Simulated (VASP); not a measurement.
Input of a VASP 6.6.1 run:

The input INCAR:

```
SYSTEM = Al2O3
PREC = Accurate
ENCUT = 520
EDIFF = 1E-6
ISMEAR = 0
SIGMA = 0.05
LREAL = .FALSE.
LASPH = .TRUE.
NELM = 100
ALGO = Normal
ISIF = 2
LWAVE = .FALSE.
LCHARG = .FALSE.
GGA = PE
IVDW = 12
NBANDS = 20
```

File KPOINTS:

```
Automatic mesh
0
G
  9 9 4
  0 0 0
```

File POSCAR:

```
Al2O3
1.0
    2.9245000000      0.0000000000      0.0000000000
   -1.4622500000      2.5326912934      0.0000000000
    0.0000000000      0.0000000000      6.8585000000
Al O
2 3
Direct
    0.0000000000      0.0000000000      0.1907358529
    0.0000000000      0.0000000000      0.8092641471
    0.3333333333      0.6666666667      0.2840924954
    0.6666666667      0.3333333333      0.0000000000
    0.3333333333      0.6666666667      0.7159075046
```

Potentials or basis: VASP PAW PBE potentials, release 64 (Al, O).

Launch:

```console
$ cat potpaw_PBE.64/Al/POTCAR potpaw_PBE.64/O/POTCAR > POTCAR
$ mpirun -np 1 vasp_std > vasp.out
```

Predict the largest force.

1.231 eV/Å.

Estimate the band gap on the k mesh.

3.80 eV, indirect (least direct gap 3.89 eV).

Estimate the dispersion energy per atom.

-0.198 eV.

Stress tensor (GPa, compression positive):
```
-8.28  0.00  0.00
 0.00 -8.28  0.00
 0.00  0.00 15.79
```

Caveat: forces of over 1 eV/Å act on the atoms, so gaps and moduli don't describe the material at rest. A k mesh can miss the band edges.
